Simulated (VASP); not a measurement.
BaTiO3:

```
Ba Ti O
1.0
     3.98543    0.00000    0.00000
     0.00000    3.98543    0.00000
     0.00000    0.00000    4.20048
Ba Ti O
1 1 3
Direct
  0.50000 0.50000 0.59126
  0.00000 0.00000 0.10842
  0.00000 0.50000 0.06025
  0.50000 0.00000 0.06025
  0.00000 0.00000 0.53981
```

```yaml
Program: VASP 6.6.1
Task: relaxation of cell and atoms
Functional: PBEsol
Potentials_or_basis: VASP PAW PBE potentials, release 64 (Ba_sv, Ti_sv, O)
Cutoff: 600 eV
k_mesh: 6 × 6 × 6
Occupations: fermi-dirac, width 0.02 eV
Spin: no spin polarisation
```

At the start: pressure -4.4 GPa; volume 13.34 Å³/atom.

Problem. How do energy, volume and symmetry change on relaxing?

Solution. Over 18 steps the energy falls by 7.9 meV/atom and the volume is 12.79 Å³/atom (-4.1 %); space group P4mm (No. 99, to 0.05 Å).

The path:
| step | energy change (eV) | largest force (eV/Å) | pressure (GPa) | volume (Å³) |
| --- | --- | --- | --- | --- |
| 1 | 0.0000 | 0.0453 | -4.39 | 66.72 |
| 2 | -0.0004 | 0.7266 | 4.70 | 63.25 |
| 3 | -0.0250 | 0.3303 | -0.04 | 64.95 |
| 4 | -0.0293 | 0.0929 | -0.02 | 64.63 |
| 5 | -0.0294 | 0.0950 | -0.01 | 64.61 |
| 6 | -0.0330 | 0.0885 | 0.02 | 64.45 |
| 7 | -0.0382 | 0.0725 | 0.23 | 63.99 |
| 8 | -0.0382 | 0.0804 | 0.27 | 63.95 |
| 9 | -0.0388 | 0.0701 | -0.51 | 64.14 |
| 10 | -0.0389 | 0.0530 | -0.34 | 64.09 |
| 11 | -0.0393 | 0.0222 | 0.20 | 63.86 |
| 12 | -0.0394 | 0.0179 | 0.11 | 63.93 |
| 13 | -0.0394 | 0.0195 | 0.04 | 63.94 |
| 14 | -0.0394 | 0.0191 | 0.02 | 63.94 |
| 15 | -0.0394 | 0.0188 | 0.03 | 63.94 |
| 16 | -0.0394 | 0.0067 | 0.02 | 63.96 |
| 17 | -0.0394 | 0.0053 | -0.01 | 63.98 |
| 18 | -0.0394 | 0.0036 | -0.04 | 63.97 |

Final structure:
```cif
data_structure
_symmetry_space_group_name_H-M 'P 1'
_symmetry_Int_Tables_number 1
_cell_length_a 3.9676
_cell_length_b 3.9676
_cell_length_c 4.0640
_cell_angle_alpha 90.000
_cell_angle_beta 90.000
_cell_angle_gamma 90.000
_cell_volume 63.97
loop_
_atom_site_label
_atom_site_type_symbol
_atom_site_fract_x
_atom_site_fract_y
_atom_site_fract_z
_atom_site_occupancy
Ba1 Ba 0.50000 0.50000 0.58201 1
Ti1 Ti 0.00000 0.00000 0.09865 1
O1 O 0.00000 0.50000 0.06386 1
O2 O 0.50000 0.00000 0.06386 1
O3 O 0.00000 0.00000 0.55163 1
```

Caveat: the PAW data sets were made with another functional, which shifts forces and pressure a little.
